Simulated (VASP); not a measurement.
# WS2 (P-62m) in VASP: a series of runs

WS2 is run at these levels: PBE; tasks: single point.

All numbers are computed with VASP 6.6.1; they aren't measurements. Logs are shortened: lines on timing, memory, paths and dates and some standing lists are left out, and cuts for length are marked.

## 1. The cell of the first run

The structure is hexagonal, space group P-62m (No. 189). Conventional cell: a = 4.477 Å, b = 4.477 Å, c = 7.111 Å, α = 90.00°, β = 90.00°, γ = 120.00°. Within 2.7 Å of W (site symmetry 3m) lie 4 S at 2.03 to 2.29 Å. S (site symmetry m2m) has 2 W at 2.29 Å and 6 S at 2.42 to 2.96 Å within 3.0 Å. S (site symmetry -62m) has 2 W at 2.03 Å within 2.7 Å.

## 2. Single point, PBE

Contents of INCAR:

```
PREC = Accurate ; ENCUT = 520
EDIFF = 1E-6 ; ISMEAR = 0
SIGMA = 0.1 ; LREAL = F
LASPH = T ; NELM = 60
ALGO = Normal ; ISIF = 2
LWAVE = F ; LCHARG = T
GGA = PE ; LELF = T
LVHAR = T ; NBANDS = 35
```

Contents of KPOINTS:

```
regular mesh
0
Gamma
  6 6 4
```

Contents of POSCAR:

```
WS2
1.0
    4.4770583100      0.0000000000      0.0000000000
   -2.2385291500      3.8772462300      0.0000000000
    0.0000000000      0.0000000000      7.1111484200
W S
2 4
Direct
    0.0000000000      0.0000000000      0.7851647800
    0.0000000000      0.0000000000      0.2148352200
    0.6183301300      0.0000000000      0.0000000000
    0.0000000000      0.6183301300      0.0000000000
    0.3816698700      0.3816698700      0.0000000000
    0.0000000000      0.0000000000      0.5000000000
```

Potentials or basis: VASP PAW PBE potentials, release 64 (W_sv, S).

Started as:

```sh
> cat potpaw_PBE.64/W_sv/POTCAR potpaw_PBE.64/S/POTCAR > POTCAR
> mpirun -np 1 vasp_std > vasp.out
```

OUTCAR:

```text
PREC = Accurate
   ENCUT = 520
   EDIFF = 1E-6
   ISMEAR = 0
   LREAL = F
   LASPH = T
   NELM = 60
   ISIF = 2
   GGA = PE

 ion  position               nearest neighbor table
   1  0.000  0.000  0.785-   6 2.03   4 2.29   3 2.29   5 2.29   2 3.06
   2  0.000  0.000  0.215-   6 2.03   4 2.29   3 2.29   5 2.29   1 3.06
   3  0.618  0.000  0.000-   1 2.29   2 2.29   5 2.42   5 2.42   4 2.42   4 2.42
   4  0.000  0.618  0.000-   1 2.29   2 2.29   5 2.42   3 2.42   5 2.42   3 2.42
   5  0.382  0.382  0.000-   1 2.29   2 2.29   3 2.42   4 2.42   3 2.42   4 2.42
   6  0.000  0.000  0.500-   1 2.03   2 2.03

  LATTYP: Found a hexagonal cell.
 ALAT       =     4.4770583100
 C/A-ratio  =     1.5883528709

  Lattice vectors:

 A1 = (   4.4770583100,   0.0000000000,   0.0000000000)
 A2 = (  -2.2385291500,   3.8772462300,   0.0000000000)
 A3 = (   0.0000000000,   0.0000000000,   7.1111484200)

Analysis of symmetry for initial positions (statically):
=====================================================================
 Subroutine PRICEL returns:
 Original cell was already a primitive cell.

 Routine SETGRP: Setting up the symmetry group for a
 hexagonal supercell.

 Subroutine GETGRP returns: Found 12 space group operations
 (whereof 12 operations were pure point group operations)
 out of a pool of 24 trial point group operations.

The static configuration has the point symmetry D_3h.

Analysis of symmetry for dynamics (positions and initial velocities):
=====================================================================
 Subroutine PRICEL returns:
 Original cell was already a primitive cell.

 Routine SETGRP: Setting up the symmetry group for a
 hexagonal supercell.

 Subroutine GETGRP returns: Found 12 space group operations
 (whereof 12 operations were pure point group operations)
 out of a pool of 24 trial point group operations.

The dynamic configuration has the point symmetry D_3h.

 Subroutine INISYM returns: Found 12 space group operations
 (whereof 12 operations are pure point group operations),
 and found     1 'primitive' translations

----------------------------------------------------------------------------------------

                                     Primitive cell

  volume of cell :     123.4400

  direct lattice vectors                    reciprocal lattice vectors
     4.477058310  0.000000000  0.000000000     0.223360951  0.128957505  0.000000000
    -2.238529150  3.877246230  0.000000000     0.000000000  0.257915010  0.000000000
     0.000000000  0.000000000  7.111148420     0.000000000  0.000000000  0.140624262

  length of vectors
     4.477058310  4.477058307  7.111148420     0.257915010  0.257915010  0.140624262

  position of ions in fractional coordinates (direct lattice)
     0.000000000  0.000000000  0.785164780
     0.000000000  0.000000000  0.214835220
     0.618330130  0.000000000  0.000000000
     0.000000000  0.618330130  0.000000000
     0.381669870  0.381669870  0.000000000
     0.000000000  0.000000000  0.500000000

  ion indices of the primitive-cell ions
   primitive index   ion index
                 1           1
                 2           2
                 3           3
                 4           4
                 5           5
                 6           6

----------------------------------------------------------------------------------------

 KPOINTS: regular mesh

Automatic generation of k-mesh.
 Grid dimensions read from file:
 generate k-points for:    6    6    4

 Generating k-lattice:

  Cartesian coordinates                     Fractional coordinates (reciprocal lattice)
     0.037226825  0.021492917  0.000000000     0.166666667  0.000000000  0.000000000
     0.000000000  0.042985835  0.000000000     0.000000000  0.166666667  0.000000000
     0.000000000  0.000000000  0.035156066     0.000000000  0.000000000  0.250000000

  Length of vectors
     0.042985835  0.042985835  0.035156066

  Shift w.r.t. Gamma in fractional coordinates (k-lattice)
     0.000000000  0.000000000  0.000000000

 Subroutine IBZKPT returns following result:
 ===========================================

 Found     21 irreducible k-points:

 Following reciprocal coordinates:
            Coordinates               Weight
  0.000000  0.000000  0.000000      1.000000
  0.166667  0.000000  0.000000      6.000000
  0.333333  0.000000  0.000000      6.000000
  0.500000  0.000000  0.000000      3.000000
  0.166667  0.166667  0.000000      6.000000
  0.333333  0.166667  0.000000     12.000000
[... 13 lines left out ...]
  0.333333  0.166667  0.500000     12.000000
  0.333333  0.333333  0.500000      2.000000
   k-points           NKPTS =     21   k-points in BZ     NKDIM =     21   number of bands    NBANDS=     35
   number of dos      NEDOS =    301   number of ions     NIONS =      6
   total plane-waves  NPLWV =  69984
   dimension x,y,z NGX =    36 NGY =   36 NGZ =   54
   dimension x,y,z NGXF=    72 NGYF=   72 NGZF=  108
   ions per type =               2   4
   NGX,Y,Z   is equivalent  to a cutoff of  13.37, 13.37, 12.62 a.u.
   NGXF,Y,Z  is equivalent  to a cutoff of  26.74, 26.74, 25.25 a.u.
 SYSTEM =  unknown system
   PREC   = accura    normal or accurate (medium, high low for compatibility)
   ISTART =      0    job   : 0-new  1-cont  2-samecut
   ICHARG =      2    charge: 1-file 2-atom 10-const
   ISPIN  =      1    spin polarized calculation?
   LNONCOLLINEAR =      F non collinear calculations
   LSORBIT =      F    spin-orbit coupling
   LASPH  =      T    aspherical Exc in radial PAW
   ENCUT  =  520.0 eV  38.22 Ry    6.18 a.u.   8.32  8.32 13.22*2*pi/ulx,y,z
   NELM   =     60;   NELMIN=  2; NELMDL= -5     # of ELM steps
   EDIFF  = 0.1E-05   stopping-criterion for ELM
   LREAL  =      F    real-space projection
   EDIFFG = 0.1E-04   stopping-criterion for IOM
   NSW    =      0    number of steps for IOM
   IBRION =     -1    ionic relax: 0-MD 1-quasi-New 2-CG
   NFREE  =      0    steps in history (QN), initial steepest desc. (CG)
   ISIF   =      2    stress and relaxation
   ISYM   =      2    0-nonsym 1-usesym 2-fastsym
   POTIM  = 0.5000    time-step for ionic-motion
   TEBEG  =    0.0;   TEEND  =   0.0 temperature during run
   PSTRESS=    0.0 pullay stress
   NELECT =      52.0000    total number of electrons
   NUPDOWN=      -1.0000    fix difference up-down
   EMIN   =  10.00;   EMAX   =-10.00  energy-range for DOS
   EFERMI =   0.00;   METHOD = LEGACY
   ISMEAR =     0;   SIGMA  =   0.10  broadening in eV -4-tet -1-fermi 0-gaus
   EFERMI_NEDOS =   21; number of points for ismear=-14 and -15
   IALGO  =     38    algorithm
   IMIX   =      4    mixing-type and parameters
     AMIX     =   0.40;   BMIX     =  1.00
     AMIX_MAG =   1.60;   BMIX_MAG =  1.00
  volume/ion in A,a.u.               =      20.57       138.84
  Fermi-wavevector in a.u.,A,eV,Ry     =   1.227224  2.319118 20.491459  1.506080
  Thomas-Fermi vector in A             =   2.362196
   LORBIT       =      0    0 simple, 1 ext, 2 COOP (PROOUT), +10 PAW based schemes
   GGA     = PE    functional components
   LHFCALC =     F    Hartree Fock is set to
   AEXX    =    0.0000 exact exchange contribution
   IVDW    =     0    specifies the selected vdW correction
   LEPSILON=     F    determine dielectric tensor
   LRPA    =     F    only Hartree local field effects (RPA)
 non-spin polarized calculation
 Gauss-broadening in eV      SIGMA  =   0.10
  energy-cutoff  :      520.00
  volume of cell :      123.44
 maximum number of plane-waves:      3357
 NGX is ok and might be reduce to    36
   NGX = 17   NGY = 17   NGZ = 27

 number of electron      52.0000003 magnetization

 Free energy of the ion-electron system (eV)
  ---------------------------------------------------
  ext. energy  EPLUGINS =         0.00000000
  ---------------------------------------------------
  free energy    TOTEN  =       -35.12082631 eV

  energy without entropy =      -35.07825961  energy(sigma->0) =      -35.09954296

 E-fermi :   6.0719     XC(G=0):  -9.8455

 val. band max:        6.0373454427   @ k =   0.1667   0.1667   0.0000
 cond. band min:       6.0842978982   @ k =   0.1667   0.1667   0.2500
 fundamental gap:      0.0469524555
 Fermi energy:         6.0719401444

 k-point     1 :       0.0000    0.0000    0.0000
  band No.  band energies     occupation
      1     -67.7332      2.00000
      2     -67.7241      2.00000
      3     -32.5286      2.00000
      4     -32.2840      2.00000
      5     -32.0680      2.00000
      6     -32.0680      2.00000
[... 27 lines left out ...]
     34      11.2280      0.00000
     35      11.4189      0.00000

 k-point     2 :       0.1667    0.0000    0.0000
  band No.  band energies     occupation
      1     -67.7332      2.00000
      2     -67.7241      2.00000
      3     -32.5281      2.00000
      4     -32.2839      2.00000
      5     -32.0698      2.00000
      6     -32.0685      2.00000
[... 27 lines left out ...]
     34      11.2759      0.00000
     35      11.4036      0.00000

 k-point     3 :       0.3333    0.0000    0.0000
  band No.  band energies     occupation
      1     -67.7331      2.00000
      2     -67.7241      2.00000
      3     -32.5270      2.00000
      4     -32.2837      2.00000
      5     -32.0735      2.00000
      6     -32.0695      2.00000
[... 27 lines left out ...]
     34      11.1673      0.00000
     35      11.9367      0.00000

 k-point     4 :       0.5000    0.0000    0.0000
  band No.  band energies     occupation
      1     -67.7331      2.00000
      2     -67.7240      2.00000
      3     -32.5264      2.00000
      4     -32.2835      2.00000
      5     -32.0753      2.00000
      6     -32.0700      2.00000
[... 27 lines left out ...]
     34      11.1255      0.00000
     35      12.0664      0.00000

 k-point     5 :       0.1667    0.1667    0.0000
  band No.  band energies     occupation
      1     -67.7331      2.00000
      2     -67.7241      2.00000
      3     -32.5272      2.00000
      4     -32.2837      2.00000
      5     -32.0722      2.00000
      6     -32.0696      2.00000
[... 524 lines left out ...]
 k-point    19 :       0.1667    0.1667    0.5000
  band No.  band energies     occupation
      1     -67.7326      2.00000
      2     -67.7246      2.00000
      3     -32.4960      2.00000
      4     -32.3165      2.00000
      5     -32.0715      2.00000
      6     -32.0688      2.00000
[... 27 lines left out ...]
     34       9.8061      0.00000
     35      12.0112      0.00000

 k-point    20 :       0.3333    0.1667    0.5000
  band No.  band energies     occupation
      1     -67.7326      2.00000
      2     -67.7246      2.00000
      3     -32.4952      2.00000
      4     -32.3163      2.00000
      5     -32.0736      2.00000
      6     -32.0701      2.00000
[... 27 lines left out ...]
     34       9.5796      0.00000
     35      11.7168      0.00000

 k-point    21 :       0.3333    0.3333    0.5000
  band No.  band energies     occupation
      1     -67.7326      2.00000
      2     -67.7246      2.00000
      3     -32.4949      2.00000
      4     -32.3162      2.00000
      5     -32.0725      2.00000
      6     -32.0725      2.00000
[... 27 lines left out ...]
     34       9.3488      0.00000
     35      12.0173      0.00000

------------------------ aborting loop because EDIFF is reached ----------------------------------------

  FORCE on cell =-STRESS in cart. coord.  units (eV):
  Direction    XX          YY          ZZ          XY          YZ          ZX
  --------------------------------------------------------------------------------------
  -------------------------------------------------------------------------------------
  Total       16.6197499     16.6197499     28.5396104      0.0000000     -0.0000000      0.0000000
  in kB      215.7144261    215.7144260    370.4270951      0.0000003     -0.0000000      0.0000000
  external PRESSURE =     267.2853157 kB  Pullay stress =       0.0000000 kB

 VOLUME and BASIS-vectors are now :
 -----------------------------------------------------------------------------
  energy-cutoff  :      520.00
  volume of cell :      123.44
      direct lattice vectors                 reciprocal lattice vectors
     4.477058310  0.000000000  0.000000000     0.223360951  0.128957505  0.000000000
    -2.238529150  3.877246230  0.000000000     0.000000000  0.257915010  0.000000000
     0.000000000  0.000000000  7.111148420     0.000000000  0.000000000  0.140624262

 POSITION                                       TOTAL-FORCE (eV/Angst)
 -----------------------------------------------------------------------------------
      0.00000      0.00000      5.58342        -0.000000     -0.000000      6.064892
      0.00000      0.00000      1.52773        -0.000000     -0.000000     -6.064892
      2.76830      0.00000      0.00000         0.104069     -0.000000      0.000000
     -1.38415      2.39742      0.00000        -0.052035      0.090126      0.000000
      0.85438      1.47983      0.00000        -0.052035     -0.090126      0.000000
      0.00000      0.00000      3.55557        -0.000000     -0.000000      0.000000
 -----------------------------------------------------------------------------------
    total drift:                                0.000000      0.000000      0.000000

  FREE ENERGIE OF THE ION-ELECTRON SYSTEM (eV)
  ---------------------------------------------------
  free  energy   TOTEN  =       -35.1208263054 eV

  energy  without entropy=      -35.0782596091  energy(sigma->0) =      -35.09954296
```

Wall time 70 s (1 thread of Intel Xeon Platinum 8375C at 2.90GHz (Ice Lake), shared host); peak memory 0.28 GiB.

What came out:

* Free energy: -35.1208 eV
* Pressure: 26.7 GPa
* Largest force: 6.065 eV/Å
* Band gap on the k mesh: zero (band 26 reaches 6.70 eV, above the bottom of band 27 at 5.78 eV)

Forces on the atoms (eV/Å):
```
W    0.000  0.000  6.065
W    0.000  0.000 -6.065
S    0.104  0.000  0.000
S   -0.052  0.090  0.000
S   -0.052 -0.090  0.000
S    0.000  0.000  0.000
```

Stress tensor (GPa, compression positive):
```
21.57  0.00  0.00
 0.00 21.57  0.00
 0.00  0.00 37.04
```

Levels at points of the mesh, in eV from the Fermi level:
| k point | band 22 | band 23 | band 24 | band 25 | band 26 | band 27 | band 28 | band 29 | band 30 | band 31 |
| --- | --- | --- | --- | --- | --- | --- | --- | --- | --- | --- |
| (0.00, 0.00, 0.00) | -3.62 | -1.72 | -0.73 | -0.73 | 0.23 | 0.23 | 2.26 | 3.02 | 3.02 | 3.40 |
| (0.50, 0.00, 0.00) | -2.54 | -1.48 | -0.66 | -0.64 | -0.43 | -0.29 | -0.05 | 0.24 | 1.17 | 2.37 |
| (0.00, 0.00, 0.50) | -3.21 | -1.39 | 0.33 | 0.33 | 0.63 | 0.74 | 0.74 | 0.96 | 0.96 | 4.29 |
| (0.50, 0.00, 0.50) | -2.42 | -1.50 | -0.88 | -0.14 | -0.13 | 0.04 | 0.43 | 1.60 | 1.87 | 2.37 |

Caveat: spin-orbit coupling is left out, which moves the levels of the heavy elements; forces of over 1 eV/Å act on the atoms, so gaps and moduli don't describe the material at rest.

[end of part 1 of 2]
